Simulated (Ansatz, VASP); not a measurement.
**One calculation of Sc2Al, two programs**

The input INCAR:

```
PREC = Accurate ; ENCUT = 520
EDIFF = 1E-7 ; ISMEAR = 0
SIGMA = 0.1 ; LREAL = F
LASPH = T ; NELM = 80
ALGO = Fast ; ISIF = 2
LWAVE = F ; LCHARG = F
GGA = PS ; NBANDS = 34
```

File KPOINTS:

```
regular mesh
0
Gamma
  6 6 6
```

File POSCAR:

```
Sc2Al
1.0
    4.8926114005      0.0000000000      0.0000000000
   -2.4463057002      4.2371257637      0.0000000000
    0.0000000000      0.0000000000      6.1614205700
Sc Al
4 2
Direct
    0.0000000000      0.0000000000      0.0000000000
    0.0000000000      0.0000000000      0.5000000000
    0.3333333333      0.6666666667      0.7500000000
    0.6666666667      0.3333333333      0.2500000000
    0.3333333333      0.6666666667      0.2500000000
    0.6666666667      0.3333333333      0.7500000000
```

Input for Ansatz:

```yaml
crystal:
  lattice:
    - [4.8926114005, 0.0, 0.0]
    - [-2.4463057002, 4.2371257637, 0.0]
    - [0.0, 0.0, 6.16142057]
  atoms:
    - { symbol: Sc, position: [0.0, 0.0, 0.0] }
    - { symbol: Sc, position: [0.0, 0.0, 0.5] }
    - { symbol: Sc, position: [0.3333333333, 0.6666666667, 0.75] }
    - { symbol: Sc, position: [0.6666666667, 0.3333333333, 0.25] }
    - { symbol: Al, position: [0.3333333333, 0.6666666667, 0.25] }
    - { symbol: Al, position: [0.6666666667, 0.3333333333, 0.75] }
basis:
  ecutwfc: 420
kpoints:
  mp_grid: { grid: [6, 6, 6] }
hamiltonian:
  xc: pbesol
scf:
  occupations: { method: gaussian, width: 0.1 }
output:
  forces: true
  stress: true
  eigenvalues: true
```

Alike in both runs: task single point; functional PBEsol; k mesh 6 × 6 × 6; occupations gaussian, width 0.1 eV; no spin polarisation.

```csv
,VASP,Ansatz
version,VASP 6.6.1,Ansatz 0.2.0
potentials or method,"VASP PAW PBE potentials, release 64 (Sc_sv, Al), cutoff 520 eV","scalar-relativistic, plane waves, PAW"
valence electrons in the cell,50,50
```

```tsv
	VASP	Ansatz	Ansatz less VASP
gap on the k mesh at the Fermi level (eV)	none	none	-
pressure (GPa)	-2.0	-2.1	-0.08
traceless stress, the component that is largest in VASP (GPa)	-0.24	-0.21	+0.022
```

VASP's potentials were made for PBE, not for PBEsol. A gap of «none» marks a metal or a gap that the smearing closes.
